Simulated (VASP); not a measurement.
# H: single point with PBE

Crystal: H.

```xyz
4
Lattice="1.6485 -2.7317 0.0000 1.6485 2.7317 0.0000 0.0000 0.0000 6.3138" Properties=species:S:1:pos:R:3 pbc="T T T"
H     1.5151   -0.3283    6.3646
H     1.6485    0.3705    0.0031
H     1.6485    0.3705    3.1538
H     1.6485   -0.3705    3.1599
```

This cell differs from its parent crystal: one atom moved.

```yaml
Program: VASP 6.6.1
Task: single point
Functional: PBE
Potentials_or_basis: VASP PAW PBE potentials, release 64 (H)
Cutoff: 520 eV
k_mesh: 8 × 8 × 4
Occupations: gaussian, width 0.02 eV
Spin: no spin polarisation
```

* Pressure: 1.2 GPa
* Largest force: 1.425 eV/Å
* Band gap on the k mesh: 8.49 eV

Forces in eV/Å, atoms in the order of the input:
```
H   -0.264 -1.397  0.097
H    0.263  1.397 -0.100
H    0.000  0.305 -0.002
H    0.001 -0.305  0.005
```

Stress tensor (GPa, compression positive):
```
 0.19  0.54 -0.03
 0.54  3.39 -0.20
-0.03 -0.20  0.07
```

Levels at points of the mesh, in eV from the valence-band top:
| k point | band 1 | band 2 | band 3 | band 4 | band 5 |
| --- | --- | --- | --- | --- | --- |
| (0.00, 0.00, 0.00) | -1.86 | -1.17 | 9.40 | 12.37 | 16.96 |
| (0.50, 0.00, 0.00) | -0.77 | -0.27 | 9.50 | 11.88 | 13.22 |
| (0.00, 0.50, 0.00) | -0.72 | -0.24 | 9.20 | 11.41 | 13.27 |
| (0.50, 0.50, 0.00) | -0.49 | -0.01 | 8.49 | 10.40 | 13.75 |
| (0.00, 0.00, 0.50) | -1.58 | -1.48 | 10.80 | 10.90 | 16.92 |
| (0.50, 0.00, 0.50) | -0.62 | -0.44 | 10.12 | 10.57 | 14.65 |
| (0.00, 0.50, 0.50) | -0.54 | -0.44 | 9.89 | 10.12 | 14.65 |
| (0.50, 0.50, 0.50) | -0.34 | -0.17 | 9.11 | 9.35 | 14.91 |

Wall time 39 s on 1 thread of Intel Xeon 6975P-C, on a shared host, peak memory 0.19 GiB.

Caveat: the cell differs from its parent crystal (one atom moved); forces of over 1 eV/Å act on the atoms, so gaps and moduli don't describe the material at rest. A k mesh can miss the band edges.
